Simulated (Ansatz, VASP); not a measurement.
KCl: VASP beside Ansatz

File INCAR:

```
PREC = Accurate ; ENCUT = 520
EDIFF = 1E-8 ; ISMEAR = -1
SIGMA = 0.03 ; LREAL = F
LASPH = T ; NELM = 80
ALGO = Normal ; ISIF = 2
LWAVE = F ; LCHARG = F
LEFG = T ; NBANDS = 15
```

KPOINTS

```
Automatic mesh
0
Gamma
  7 7 7
```

Contents of POSCAR:

```
KCl
1.0
    0.0000000000      3.1976323944      3.1976323944
    3.1976323944      0.0000000000      3.1976323944
    3.1976323944      3.1976323944      0.0000000000
K Cl
1 1
Direct
    0.0000000000      0.0000000000      0.0000000000
    0.5000000000      0.5000000000      0.5000000000
```

Input for Ansatz:

```yaml
crystal:
  lattice:
    - [0.0, 3.1976323944, 3.1976323944]
    - [3.1976323944, 0.0, 3.1976323944]
    - [3.1976323944, 3.1976323944, 0.0]
  atoms:
    - { symbol: K, position: [0.0, 0.0, 0.0] }
    - { symbol: Cl, position: [0.5, 0.5, 0.5] }
kpoints:
  mp_grid: { grid: [7, 7, 7] }
scf:
  occupations: { method: fermi_dirac, width: 0.03 }
hamiltonian:
  xc: lda
  pseudopotentials: { kind: paw }
output:
  forces: true
  stress: true
  eigenvalues: true
  efg: { contact_densities: true }
```

Change from the starting cell: volume scaled by 1.04, PAW files.

Alike in both runs: task electric field gradients; functional LDA; k mesh 7 × 7 × 7; occupations fermi-dirac, width 0.03 eV; no spin polarisation.

```csv
,VASP,Ansatz
version,VASP 6.6.1,Ansatz 0.2.0
potentials or method,"VASP PAW LDA potentials, release 64 (K_sv, Cl)","PAW with Ansatz's default frozen-core files, scalar-relativistic"
plane-wave cutoff (eV),520,420
valence electrons in the cell,16,16
```

|  | VASP | Ansatz | Ansatz less VASP |
| --- | --- | --- | --- |
| gap on the k mesh at the Fermi level (eV) | 4.59 | 4.59 | -0.005 |
| pressure (GPa) | -2.5 | -2.5 | -0.03 |

LDA's correlation is that of Perdew and Zunger in VASP and of Perdew and Wang (1992) in Ansatz.
